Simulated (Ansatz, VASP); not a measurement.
# Two plane-wave programs on Cu

```
Cu
1.0
     0.00000    1.80500    1.80500
     1.80500    0.00000    1.80500
     1.80500    1.80500    0.00000
Cu
1
Direct
  0.00000 0.00000 0.00000
```

Alike in both runs: task single point; functional PBEsol; k mesh 38 × 38 × 38; no spin polarisation.

|  | VASP | Ansatz |
| --- | --- | --- |
| version | VASP 6.6.1 | Ansatz 0.2.0 |
| potentials or method | VASP PAW PBE potentials, release 64 (Cu) | plane-wave PAW, scalar-relativistic |
| plane-wave cutoff (eV) | 520 | 420 |
| occupations | methfessel-paxton of order 1, width 0.1 eV | cold, width 0.1 eV |
| valence electrons in the cell | 11 | 19 |

VASP gave:

- pressure (GPa): -5.3

**Question.** Estimate Ansatz's values.

**Answer.** Pressure (GPa): -6.0.

VASP's potentials were made for PBE, not for PBEsol, and Ansatz warns of the same on its side. VASP's potentials hold 11 valence electrons a cell and Ansatz's 19, so a difference there can come from the potentials and not from the codes.
